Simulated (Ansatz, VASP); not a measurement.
# BN: VASP beside Ansatz

Contents of POSCAR:

```
BN
1.0
    2.6855819961      0.0000000000      0.0000000000
   -1.3427909980      2.3257822325      0.0000000000
    0.0000000000      0.0000000000      3.7756815351
B N
2 2
Direct
    0.6666666667      0.3333333333      0.9997995909
    0.3333333333      0.6666666667      0.4997995909
    0.6666666667      0.3333333333      0.6252004091
    0.3333333333      0.6666666667      0.1252004091
```

File INCAR.step1:

```
SYSTEM = BN
  PREC = Accurate
  ENCUT = 520
  ISMEAR = 0
  SIGMA = 0.05
  LREAL = .False.
  LASPH = .True.
  NELM = 100
  NBANDS = 16
  GGA = PE
  ALGO = Normal
  EDIFF = 1E-4
  LWAVE = .True.
  LCHARG = .False.
```

INCAR.step2

```
SYSTEM = BN
  PREC = Accurate
  ENCUT = 520
  EDIFF = 1E-7
  ISMEAR = 0
  SIGMA = 0.05
  LREAL = .False.
  LASPH = .True.
  NELM = 100
  ALGO = Normal
  ISIF = 2
  LWAVE = .False.
  LCHARG = .True.
  METAGGA = R2SCAN
  LMIXTAU = .True.
  LELF = .True.
  LVHAR = .True.
  NBANDS = 16
  ISTART = 1
```

Contents of KPOINTS:

```
regular mesh
0
Gamma
  12 12 6
  0 0 0
```

Input for Ansatz:

```yaml
crystal:
  lattice:
    - [2.6855819961, 0.0, 0.0]
    - [-1.342790998, 2.3257822325, 0.0]
    - [0.0, 0.0, 3.7756815351]
  atoms:
    - { symbol: B, position: [0.6666666667, 0.3333333333, 0.9997995909] }
    - { symbol: B, position: [0.3333333333, 0.6666666667, 0.4997995909] }
    - { symbol: "N", position: [0.6666666667, 0.3333333333, 0.6252004091] }
    - { symbol: "N", position: [0.3333333333, 0.6666666667, 0.1252004091] }
basis:
  ecutwfc: 500
kpoints:
  mp_grid: { grid: [12, 12, 6] }
hamiltonian:
  xc: r2scan
scf:
  occupations: { method: gaussian, width: 0.05 }
output:
  forces: true
  stress: true
  eigenvalues: true
```

Alike in both runs: task single point; functional r2SCAN; k mesh 12 × 12 × 6; occupations gaussian, width 0.05 eV; no spin polarisation.

|  | VASP | Ansatz |
| --- | --- | --- |
| version | VASP 6.6.1 | Ansatz 0.2.0 |
| potentials or method | VASP PAW PBE potentials, release 64 (B, N), cutoff 520 eV | scalar-relativistic, plane waves, PAW |
| valence electrons in the cell | 16 | 16 |

Ansatz gave:

```
gap on the k mesh at the Fermi level (eV)                     : 5.46
least direct gap on the mesh (eV)                             : 6.87
pressure (GPa)                                                : 15.4
traceless stress, the component that is largest in VASP (GPa) : 118.60
rms of the force components (eV/Å)                            : 0.868
```

What did VASP give for the same quantities?

gap on the k mesh at the Fermi level (eV): 5.45; least direct gap on the mesh (eV): 6.85; pressure (GPa): 16.5; traceless stress, the component that is largest in VASP (GPa): 118.98; rms of the force components (eV/Å): 0.878.

VASP's potentials were made for PBE, not for r2SCAN. Atom by atom the forces differ by 0.010 eV/Å (rms over components).
